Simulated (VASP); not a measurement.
# Si4Ag in VASP: further runs

The runs below take Si4Ag through single point, with PBE.

Program: VASP 6.6.1. These are calculated values, not measurements. Logs are shortened: lines on timing, memory, paths and dates and some standing lists are left out, and cuts for length are marked.

## (1) The cell of the first run

The cell holds a slab with vacuum, 5 atoms: a = 3.868 Å, b = 3.868 Å, c = 19.437 Å, α = 90.00°, β = 90.00°, γ = 120.00°.

## (2) Single point, PBE, collinear spin

INCAR

```
SYSTEM = Si4Ag
  ALGO = Normal
  DIPOL = 0.5 0.5 0.354
  EDIFF = 1E-6
  ENCUT = 520
  GGA = PE
  IDIPOL = 3
  ISIF = 2
  ISMEAR = 0
  ISPIN = 2
  LASPH = .TRUE.
  LCHARG = .FALSE.
  LDIPOL = .TRUE.
  LMAXMIX = 4
  LORBIT = 11
  LREAL = .FALSE.
  LWAVE = .FALSE.
  MAGMOM = 0 0 0 0 1
  NBANDS = 26
  NELM = 150
  PREC = Accurate
  SIGMA = 0.05
```

KPOINTS

```
k-points
0
G
  9 9 1
  0 0 0
```

POSCAR

```
Si4Ag
1.0
    3.8675355701      0.0000000000      0.0000000000
   -1.9337677851      3.3493840538      0.0000000000
    0.0000000000      0.0000000000     19.4372967090
Si Ag
4 1
Direct
    0.3333333333      0.6666666667      0.2057899336
    0.0000000000      0.0000000000      0.2464055298
    0.0000000000      0.0000000000      0.3748662321
    0.6666666667      0.3333333333      0.4083539408
    0.6666666667      0.3333333333      0.5333326914
```

Potentials or basis: VASP PAW PBE potentials, release 64 (Si, Ag).

On the command line:

```
cat potpaw_PBE.64/Si/POTCAR potpaw_PBE.64/Ag/POTCAR > POTCAR
mpirun -np 1 vasp_std > vasp.out
```

OUTCAR:

```text
SYSTEM = Si4Ag
   EDIFF = 1E-6
   ENCUT = 520
   GGA = PE
   ISIF = 2
   ISMEAR = 0
   ISPIN = 2
   LASPH = .TRUE.
   LORBIT = 11
   LREAL = .FALSE.
   NELM = 150
   PREC = Accurate

 ion  position               nearest neighbor table
   1  0.333  0.667  0.206-   2 2.37   2 2.37   2 2.37
   2  0.000  0.000  0.246-   1 2.37   1 2.37   1 2.37   3 2.50
   3  0.000  0.000  0.375-   4 2.33   4 2.33   4 2.33   2 2.50
   4  0.667  0.333  0.408-   3 2.33   3 2.33   3 2.33   5 2.43
   5  0.667  0.333  0.533-   4 2.43

  LATTYP: Found a hexagonal cell.
 ALAT       =     3.8675355701
 C/A-ratio  =     5.0257577097

  Lattice vectors:

 A1 = (   3.8675355701,   0.0000000000,   0.0000000000)
 A2 = (  -1.9337677851,   3.3493840538,   0.0000000000)
 A3 = (   0.0000000000,   0.0000000000,  19.4372967090)

Analysis of symmetry for initial positions (statically):
=====================================================================
 Subroutine PRICEL returns:
 Original cell was already a primitive cell.

 Routine SETGRP: Setting up the symmetry group for a
 hexagonal supercell.

 Subroutine GETGRP returns: Found  6 space group operations
 (whereof  6 operations were pure point group operations)
 out of a pool of 24 trial point group operations.

The static configuration has the point symmetry C_3v.

Analysis of symmetry for dynamics (positions and initial velocities):
=====================================================================
 Subroutine PRICEL returns:
 Original cell was already a primitive cell.

 Routine SETGRP: Setting up the symmetry group for a
 hexagonal supercell.

 Subroutine GETGRP returns: Found  6 space group operations
 (whereof  6 operations were pure point group operations)
 out of a pool of 24 trial point group operations.

The dynamic configuration has the point symmetry C_3v.

Analysis of structural, dynamic, and magnetic symmetry:
=====================================================================
 Subroutine PRICEL returns:
 Original cell was already a primitive cell.

 Routine SETGRP: Setting up the symmetry group for a
 hexagonal supercell.

 Subroutine GETGRP returns: Found  6 space group operations
 (whereof  6 operations were pure point group operations)
 out of a pool of 24 trial point group operations.

The overall configuration has the point symmetry C_3v.

 Subroutine INISYM returns: Found  6 space group operations
[... 127 lines left out ...]
   NGX = 15   NGY = 15   NGZ = 73

 dipolmoment           0.000000      0.000000      0.023124 electrons x Angstroem

 number of electron      27.0000006 magnetization       0.8384588

 dipolmoment           0.000000      0.000000     -0.070997 electrons x Angstroem

 Free energy of the ion-electron system (eV)
  ---------------------------------------------------
  ext. energy  EPLUGINS =         0.00000000
  ---------------------------------------------------
  free energy    TOTEN  =       -21.84282604 eV

  energy without entropy =      -21.83955213  energy(sigma->0) =      -21.84118909

 E-fermi :  -0.3369     XC(G=0):  -4.8661

 val. band max:       -0.3435648985   @ k =   0.2222   0.1111   0.0000
 cond. band min:      -0.1230397618   @ k =   0.1111   0.1111   0.0000
 fundamental gap:      0.2205251367
 Fermi energy:        -0.3369191823

 spin component 1

 k-point     1 :       0.0000    0.0000    0.0000
  band No.  band energies     occupation
      1     -11.5252      1.00000
      2     -10.4454      1.00000
      3      -5.8121      1.00000
      4      -4.3754      1.00000
      5      -3.9859      1.00000
      6      -3.9859      1.00000
[... 325 lines left out ...]
     24       6.6544      0.00000
     25       6.7833      0.00000
 Fermi energy:        -0.3369191823

 spin component 2

 k-point     1 :       0.0000    0.0000    0.0000
  band No.  band energies     occupation
      1     -11.4239      1.00000
      2     -10.2937      1.00000
      3      -5.6430      1.00000
      4      -4.2821      1.00000
      5      -3.9652      1.00000
      6      -3.9652      1.00000
[... 325 lines left out ...]
     24       6.7490      0.00000
     25       6.9486      0.00000
 [bands above 25 left out]

------------------------ aborting loop because EDIFF is reached ----------------------------------------

 vacuum level on the upper side and lower side of the slab       (xc-potential included)        -0.727         0.305

  FORCE on cell =-STRESS in cart. coord.  units (eV):
  Direction    XX          YY          ZZ          XY          YZ          ZX
  --------------------------------------------------------------------------------------
  -------------------------------------------------------------------------------------
  Total       -0.7232398     -0.7232398     -1.2120492      0.0000000      0.0000000      0.0000000
  in kB       -4.6021182     -4.6021182     -7.7125090      0.0000000      0.0000000      0.0000000
  external PRESSURE =      -5.6389151 kB  Pullay stress =       0.0000000 kB

 VOLUME and BASIS-vectors are now :
 -----------------------------------------------------------------------------
  energy-cutoff  :      520.00
  volume of cell :      251.79
      direct lattice vectors                 reciprocal lattice vectors
     3.867535570  0.000000000  0.000000000     0.258562586  0.149281179  0.000000000
    -1.933767785  3.349384054  0.000000000     0.000000000  0.298562358  0.000000000
     0.000000000  0.000000000 19.437296709     0.000000000  0.000000000  0.051447483

 POSITION                                       TOTAL-FORCE (eV/Angst)
 -----------------------------------------------------------------------------------
     -0.00000      2.23292      4.00000         0.000000     -0.000000      0.601431
      0.00000      0.00000      4.78946        -0.000000      0.000000     -0.208060
      0.00000      0.00000      7.28639        -0.000000     -0.000000     -0.787469
      1.93377      1.11646      7.93730        -0.000000     -0.000000      0.392512
      1.93377      1.11646     10.36655         0.000000     -0.000000      0.001586
 -----------------------------------------------------------------------------------
    total drift:                               -0.000000      0.000000     -0.000206

  FREE ENERGIE OF THE ION-ELECTRON SYSTEM (eV)
  ---------------------------------------------------
  free  energy   TOTEN  =       -21.8428260447 eV

  energy  without entropy=      -21.8395521295  energy(sigma->0) =      -21.84118909

 vacuum level on the upper side and lower side of the slab         3.266         4.339

 total charge

# of ion       s       p       d       tot
------------------------------------------
    1        0.795   0.841   0.000   1.636
    2        0.762   0.884   0.000   1.647
    3        0.763   0.905   0.000   1.668
    4        0.762   0.914   0.000   1.677
    5        0.465   0.084   9.236   9.785
--------------------------------------------------
tot          3.547   3.628   9.236  16.412

 magnetization (x)

# of ion       s       p       d       tot
------------------------------------------
    1        0.031   0.159   0.000   0.190
    2        0.001   0.011   0.000   0.011
    3        0.006   0.031   0.000   0.038
    4        0.004   0.010   0.000   0.014
    5        0.024   0.004   0.004   0.032
--------------------------------------------------
tot          0.066   0.215   0.004   0.284
```

OSZICAR:

```text
N       E                     dE             d eps       ncg     rms          rms(c)
DAV:   1     0.111336450667E+03    0.11134E+03   -0.94291E+03  1248   0.789E+02
DAV:   2    -0.154157098436E+02   -0.12675E+03   -0.11903E+03  1600   0.150E+02
DAV:   3    -0.227805241660E+02   -0.73648E+01   -0.72270E+01  1580   0.344E+01
[... 23 lines left out ...]
DAV:  27    -0.218428069380E+02   -0.11125E-04   -0.13293E-06  1178   0.363E-03    0.144E-03
DAV:  28    -0.218428149360E+02   -0.79980E-05   -0.12650E-06  1196   0.326E-03    0.787E-04
DAV:  29    -0.218428200282E+02   -0.50921E-05   -0.68310E-07  1210   0.212E-03    0.505E-04
DAV:  30    -0.218428256821E+02   -0.56539E-05   -0.63663E-07  1218   0.178E-03    0.271E-04
DAV:  31    -0.218428260447E+02   -0.36264E-06   -0.80965E-08  1110   0.102E-03
   1 F= -.21842826E+02 E0= -.21841189E+02  d E =-.327392E-02  mag=     0.8386
```

It took 8.2 min on 1 thread of Oxide Virtual Turin-like, shared host; peak memory 0.46 GiB.

What came out:

```
Free energy                                           : -21.8428 eV
Largest force                                         : 0.787 eV/Å
Net moment                                            : 0.84 μB per cell
Site moments                                          : Si +0.19, +0.01, +0.04 (each value once); Ag +0.03 μB
Valence electrons inside the program's atomic spheres : Si 1.64, 1.65, 1.67, 1.68; Ag 9.79
```

Forces on the atoms (eV/Å):
```
Si   0.000  0.000  0.601
Si   0.000  0.000 -0.208
Si   0.000  0.000 -0.787
Si   0.000  0.000  0.393
Ag   0.000  0.000  0.002
```

Levels at points of the mesh, in eV from the Fermi level:
Spin up:
```tsv
k point	band 12	band 13	band 14	band 15	band 16	band 17
(0.00, 0.00, 0.00)	-0.63	-0.17	-0.17	1.25	2.13	2.66
```
Spin down:
| k point | band 9 | band 10 | band 11 | band 12 | band 13 | band 14 | band 15 | band 16 | band 17 | band 18 |
| --- | --- | --- | --- | --- | --- | --- | --- | --- | --- | --- |
| (0.00, 0.00, 0.00) | -2.53 | -0.75 | -0.75 | -0.23 | -0.05 | -0.05 | 1.54 | 2.29 | 2.97 | 3.34 |

(Continued in part 2 of 2.)
